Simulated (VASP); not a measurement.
# Cr (I4_1/amd) in VASP: further runs

Runs on Cr. Level: PBEsol. Tasks: single point, relaxation of cell and atoms.

Everything below comes from runs of VASP 6.6.1. Logs are shortened: lines on timing, memory, paths and dates and some standing lists are left out, and cuts for length are marked.

## Step 1: The cell of the first run

The structure is tetragonal, space group I4_1/amd (No. 141). Conventional cell: a = 4.436 Å, b = 4.436 Å, c = 2.413 Å, α = 90.00°, β = 90.00°, γ = 90.00°. Within 3.0 Å of Cr (site symmetry -4m2) lie 10 Cr at 2.30 to 2.86 Å.

## Step 2: Single point, PBEsol

INCAR

```
SYSTEM = Cr
PREC = Accurate
ENCUT = 520
EDIFF = 1E-6
ISMEAR = 0
SIGMA = 0.1
LREAL = .False.
LASPH = .True.
NELM = 60
ALGO = Fast
ISIF = 2
LWAVE = .False.
LCHARG = .False.
GGA = PS
NBANDS = 19
```

KPOINTS

```
regular mesh
0
Gamma
  8 8 8
  0 0 0
```

POSCAR

```
Cr
1.0
   -2.2179911036      2.2179911036      1.2064254753
    2.2179911036     -2.2179911036      1.2064254753
    2.2179911036      2.2179911036     -1.2064254753
Cr
2
Direct
    0.0000000000      0.0000000000      0.0000000000
    0.7500000000      0.2500000000      0.5000000000
```

Potentials or basis: VASP PAW PBE potentials, release 64 (Cr_pv).

Started as:

```sh
cat potpaw_PBE.64/Cr_pv/POTCAR > POTCAR
mpirun -np 1 vasp_std > vasp.out
```

OUTCAR:

```text
SYSTEM = Cr
   PREC = Accurate
   ENCUT = 520
   EDIFF = 1E-6
   ISMEAR = 0
   LREAL = .False.
   LASPH = .True.
   NELM = 60
   ISIF = 2
   GGA = PS

 ion  position               nearest neighbor table
   1  0.000  0.000  0.000-   2 2.30   2 2.30   2 2.30   2 2.30   2 2.86   2 2.86   2 2.86   2 2.86

   2  0.750  0.250  0.500-   1 2.30   1 2.30   1 2.30   1 2.30   1 2.86   1 2.86   1 2.86   1 2.86

  LATTYP: Found a body centered tetragonal cell.
 ALAT       =     4.4359822072
 C/A-ratio  =     0.5439271029

  Lattice vectors:

 A1 = (  -2.2179911036,   2.2179911036,   1.2064254753)
 A2 = (   2.2179911036,  -2.2179911036,   1.2064254753)
 A3 = (   2.2179911036,   2.2179911036,  -1.2064254753)

Analysis of symmetry for initial positions (statically):
=====================================================================
 Subroutine PRICEL returns:
 Original cell was already a primitive cell.

 Routine SETGRP: Setting up the symmetry group for a
 body centered tetragonal supercell.

 Subroutine GETGRP returns: Found 16 space group operations
 (whereof  8 operations were pure point group operations)
 out of a pool of 16 trial point group operations.

The static configuration has the point symmetry D_2d.
 The point group associated with its full space group is D_4h.

Analysis of symmetry for dynamics (positions and initial velocities):
=====================================================================
 Subroutine PRICEL returns:
 Original cell was already a primitive cell.

 Routine SETGRP: Setting up the symmetry group for a
 body centered tetragonal supercell.

 Subroutine GETGRP returns: Found 16 space group operations
 (whereof  8 operations were pure point group operations)
 out of a pool of 16 trial point group operations.

The dynamic configuration has the point symmetry D_2d.
 The point group associated with its full space group is D_4h.

 Subroutine INISYM returns: Found 16 space group operations
 (whereof  8 operations are pure point group operations),
 and found     1 'primitive' translations

----------------------------------------------------------------------------------------

                                     Primitive cell

  volume of cell :      23.7400

  direct lattice vectors                    reciprocal lattice vectors
[... 84 lines left out ...]
   LASPH  =      T    aspherical Exc in radial PAW
   ENCUT  =  520.0 eV  38.22 Ry    6.18 a.u.   6.25  6.25  6.25*2*pi/ulx,y,z
   NELM   =     60;   NELMIN=  2; NELMDL= -5     # of ELM steps
   EDIFF  = 0.1E-05   stopping-criterion for ELM
   LREAL  =      F    real-space projection
   EDIFFG = 0.1E-04   stopping-criterion for IOM
   NSW    =      0    number of steps for IOM
   IBRION =     -1    ionic relax: 0-MD 1-quasi-New 2-CG
   NFREE  =      0    steps in history (QN), initial steepest desc. (CG)
   ISIF   =      2    stress and relaxation
   ISYM   =      2    0-nonsym 1-usesym 2-fastsym
   POTIM  = 0.5000    time-step for ionic-motion
   TEBEG  =    0.0;   TEEND  =   0.0 temperature during run
   PSTRESS=    0.0 pullay stress
   NELECT =      24.0000    total number of electrons
   NUPDOWN=      -1.0000    fix difference up-down
   EMIN   =  10.00;   EMAX   =-10.00  energy-range for DOS
   EFERMI =   0.00;   METHOD = LEGACY
   ISMEAR =     0;   SIGMA  =   0.10  broadening in eV -4-tet -1-fermi 0-gaus
   EFERMI_NEDOS =   21; number of points for ismear=-14 and -15
   IALGO  =     68    algorithm
   IMIX   =      4    mixing-type and parameters
     AMIX     =   0.40;   BMIX     =  1.00
     AMIX_MAG =   1.60;   BMIX_MAG =  1.00
  volume/ion in A,a.u.               =      11.87        80.10
  Fermi-wavevector in a.u.,A,eV,Ry     =   1.643054  3.104922 36.730655  2.699627
  Thomas-Fermi vector in A             =   2.733253
   LORBIT       =      0    0 simple, 1 ext, 2 COOP (PROOUT), +10 PAW based schemes
   GGA     = PS    functional components
   LHFCALC =     F    Hartree Fock is set to
   AEXX    =    0.0000 exact exchange contribution
   IVDW    =     0    specifies the selected vdW correction
   LEPSILON=     F    determine dielectric tensor
   LRPA    =     F    only Hartree local field effects (RPA)
 non-spin polarized calculation
 RMM-DIIS sequential band-by-band and
 Gauss-broadening in eV      SIGMA  =   0.10
  energy-cutoff  :      520.00
  volume of cell :       23.74
 maximum number of plane-waves:       660
 NGX is ok and might be reduce to    28
   NGX = 13   NGY = 13   NGZ = 13

 number of electron      23.9999997 magnetization

 Free energy of the ion-electron system (eV)
  ---------------------------------------------------
  ext. energy  EPLUGINS =         0.00000000
  ---------------------------------------------------
  free energy    TOTEN  =       -18.96103698 eV

  energy without entropy =      -18.94795792  energy(sigma->0) =      -18.95449745

 E-fermi :  10.5851     XC(G=0): -13.5848

 val. band max:       10.5734682613   @ k =  -0.3750   0.2500  -0.0000
 cond. band min:      10.5884378904   @ k =   0.3750   0.2500   0.0000
 fundamental gap:      0.0149696292
 Fermi energy:        10.5850808248

 k-point     1 :       0.0000    0.0000    0.0000
  band No.  band energies     occupation
      1     -32.7624      2.00000
      2     -32.7624      2.00000
      3     -31.8662      2.00000
      4     -31.8536      2.00000
      5     -31.7742      2.00000
      6     -31.7742      2.00000
[... 505 lines left out ...]
      6     -31.8301      2.00000
[... 11 lines left out ...]
     18      17.7790      0.00000
     19      19.4796      0.00000

 [... further k-points ...]

------------------------ aborting loop because EDIFF is reached ----------------------------------------

  FORCE on cell =-STRESS in cart. coord.  units (eV):
  Direction    XX          YY          ZZ          XY          YZ          ZX
  --------------------------------------------------------------------------------------
  -------------------------------------------------------------------------------------
  Total       -0.0500182     -0.0500182     -0.0145099      0.0000000      0.0000000      0.0000000
  in kB       -3.3756576     -3.3756576     -0.9792511      0.0000000      0.0000000      0.0000000
  external PRESSURE =      -2.5768554 kB  Pullay stress =       0.0000000 kB

 VOLUME and BASIS-vectors are now :
 -----------------------------------------------------------------------------
  energy-cutoff  :      520.00
  volume of cell :       23.74
      direct lattice vectors                 reciprocal lattice vectors
    -2.217991104  2.217991104  1.206425475     0.000000000  0.225429218  0.414447482
     2.217991104 -2.217991104  1.206425475     0.225429218  0.000000000  0.414447482
     2.217991104  2.217991104 -1.206425475     0.225429218  0.225429218  0.000000000

 POSITION                                       TOTAL-FORCE (eV/Angst)
 -----------------------------------------------------------------------------------
      0.00000      0.00000      0.00000        -0.000000      0.000000      0.000000
      0.00000      2.21799      0.60321         0.000000     -0.000000     -0.000000
 -----------------------------------------------------------------------------------
    total drift:                               -0.000000      0.000000      0.000000

  FREE ENERGIE OF THE ION-ELECTRON SYSTEM (eV)
  ---------------------------------------------------
  free  energy   TOTEN  =       -18.9610369813 eV

  energy  without entropy=      -18.9479579199  energy(sigma->0) =      -18.95449745
```

OSZICAR:

```text
N       E                     dE             d eps       ncg     rms          rms(c)
DAV:   1     0.245224840499E+03    0.24522E+03   -0.13952E+04  2242   0.155E+03
DAV:   2    -0.129744979208E+02   -0.25820E+03   -0.25276E+03  2260   0.441E+02
DAV:   3    -0.214181341868E+02   -0.84436E+01   -0.83062E+01  2341   0.953E+01
DAV:   4    -0.215546009490E+02   -0.13647E+00   -0.13627E+00  3022   0.111E+01
DAV:   5    -0.215574844157E+02   -0.28835E-02   -0.28824E-02  2620   0.137E+00    0.175E+01
RMM:   6    -0.189623131053E+02    0.25952E+01   -0.10527E+01  2291   0.326E+01    0.217E+00
RMM:   7    -0.189724645180E+02   -0.10151E-01   -0.50153E-01  2344   0.536E+00    0.123E+00
RMM:   8    -0.189607353416E+02    0.11729E-01   -0.33589E-02  2482   0.156E+00    0.299E-01
RMM:   9    -0.189607729151E+02   -0.37573E-04   -0.76197E-03  2667   0.881E-01    0.105E-01
RMM:  10    -0.189609374295E+02   -0.16451E-03   -0.26562E-03  2859   0.469E-01    0.682E-02
RMM:  11    -0.189610093821E+02   -0.71953E-04   -0.10041E-03  3523   0.259E-01    0.341E-02
RMM:  12    -0.189610276858E+02   -0.18304E-04   -0.21018E-04  3105   0.712E-02    0.120E-02
RMM:  13    -0.189610334548E+02   -0.57690E-05   -0.66724E-05  2994   0.382E-02    0.750E-03
RMM:  14    -0.189610357667E+02   -0.23119E-05   -0.20386E-05  2904   0.175E-02    0.225E-02
RMM:  15    -0.189610369291E+02   -0.11624E-05   -0.35061E-06  2200   0.776E-03    0.158E-02
RMM:  16    -0.189610369813E+02   -0.52195E-07   -0.86863E-07  1732   0.432E-03
   1 F= -.18961037E+02 E0= -.18954497E+02  d E =-.130791E-01
```

stdout:

```text
POSCAR found type information on POSCAR Cr
 POSCAR found :  1 types and       2 ions
 scaLAPACK will be used
 -----------------------------------------------------------------------------
|                                                                             |
|                                                                             |
|     You enforced a specific xc type in the INCAR file but a different       |
|     I HOPE YOU KNOW WHAT YOU ARE DOING!                                     |
|                                                                             |
 -----------------------------------------------------------------------------

 LDA part: xc-table for (Slater+PW92), standard interpolation
 POSCAR, INCAR and KPOINTS ok, starting setup
 FFT: planning ... GRIDC
 FFT: planning ... GRID_SOFT
 FFT: planning ... GRID
 WAVECAR not read
 entering main loop
```

It took 27 s on 1 thread of Intel Xeon 6975P-C (Granite Rapids), shared host; peak memory 0.15 GiB.

Results:

| Quantity | Value |
| --- | --- |
| Free energy | -18.9610 eV |
| Pressure | -0.3 GPa |
| Band gap on the k mesh | zero (bands 12 and 13 overlap by 1.41 eV) |

Stress tensor (GPa, compression positive):
```
-0.34  0.00  0.00
 0.00 -0.34  0.00
 0.00  0.00 -0.10
```

Caveat: the k points lie up to 0.37 Å⁻¹ apart, too coarse for converged energies and pressures of a metal; the PAW data sets were made with another functional, which shifts forces and pressure a little; the run has no spin polarisation, though such a crystal can be magnetic. Spin polarisation is off, so any magnetic state and its effect on volume and gap are missing.

## Step 3: Relaxation of cell and atoms, PBEsol

This run uses another cell than the first one, of 13.43 Å³/atom.

INCAR

```
PREC = Accurate
ENCUT = 600
EDIFF = 1E-7
ISMEAR = 0
SIGMA = 0.1
LREAL = F
LASPH = T
NELM = 60
ALGO = Normal
ISIF = 3
LWAVE = F
LCHARG = F
GGA = PS
IBRION = 2
NSW = 90
EDIFFG = -0.04
```

KPOINTS

```
regular mesh
0
Gamma
  8 8 8
```

POSCAR

```
Cr
1.0
   -2.3090310874      2.3090310874      1.2596190817
    2.3090310874     -2.3090310874      1.2596190817
    2.3090310874      2.3090310874     -1.2596190817
Cr
2
Direct
    0.0000000000      0.0000000000      0.0000000000
    0.7500000000      0.2500000000      0.5000000000
```

Potentials or basis: VASP PAW PBE potentials, release 64 (Cr_pv).

Started as:

```sh
cat potpaw_PBE.64/Cr_pv/POTCAR > POTCAR
mpirun -np 1 vasp_std > vasp.out
```

Wall time 53 s (1 thread of Intel Xeon 6975P-C (Granite Rapids), shared host); peak memory 0.18 GiB.

The run converged. Its results:

```
Free energy                           : -18.9640 eV
Relaxed volume                        : 11.86 Å³/atom
Relaxed cell                          : a = 3.357 Å, b = 3.357 Å, c = 3.357 Å, α = 97.45°, β = 97.45°, γ = 137.78°
Space group after relaxing (to 0.1 Å) : I4_1/amd (No. 141)
Energy gained by relaxing             : 121.2 meV/atom
Ionic steps                           : 4
Pressure after relaxing               : -0.2 GPa
Band gap on the k mesh                : zero (bands 12 and 13 overlap by 1.37 eV)
```

Stress tensor (GPa, compression positive):
```
-0.08  0.00  0.00
 0.00 -0.08  0.00
 0.00  0.00 -0.40
```

The path:
| step | energy change (eV) | largest force (eV/Å) | pressure (GPa) | volume (Å³) |
| --- | --- | --- | --- | --- |
| 1 | 0.0000 | 0.0000 | -22.05 | 26.86 |
| 2 | 0.2151 | 0.0000 | 49.09 | 20.30 |
| 3 | -0.2421 | 0.0000 | -1.07 | 23.82 |
| 4 | -0.2425 | 0.0000 | -0.19 | 23.72 |

Final structure:
```
Cr
1.0
    -2.21470    2.21470    1.20919
     2.21470   -2.21470    1.20919
     2.21470    2.21470   -1.20919
Cr
2
Direct
  0.00000 0.00000 0.00000
  0.75000 0.25000 0.50000
```

Levels at points of the mesh, in eV from the Fermi level:
```tsv
k point	band 8	band 9	band 10	band 11	band 12	band 13	band 14	band 15	band 16
(0.00, 0.00, 0.00)	-4.80	-2.91	-2.43	-1.81	1.03	1.03	1.07	1.07	2.64
(0.50, 0.00, 0.00)	-4.01	-2.70	-1.88	-0.44	-0.22	0.10	1.20	2.17	2.21
(0.50, 0.50, 0.00)	-4.51	-2.34	-2.34	-1.11	-1.11	0.68	0.68	1.76	1.76
(0.50, 0.50, 0.50)	-3.69	-1.77	-1.77	-0.39	-0.39	0.57	0.57	1.32	1.32
```

Caveat: the PAW data sets were made with another functional, which shifts forces and pressure a little; the run has no spin polarisation, though such a crystal can be magnetic. Spin polarisation is off, so any magnetic state and its effect on volume and gap are missing.

(Part 1 of 2 ends here.)

The gap in the log of VASP goes by the Fermi energy; the results here count the filled bands.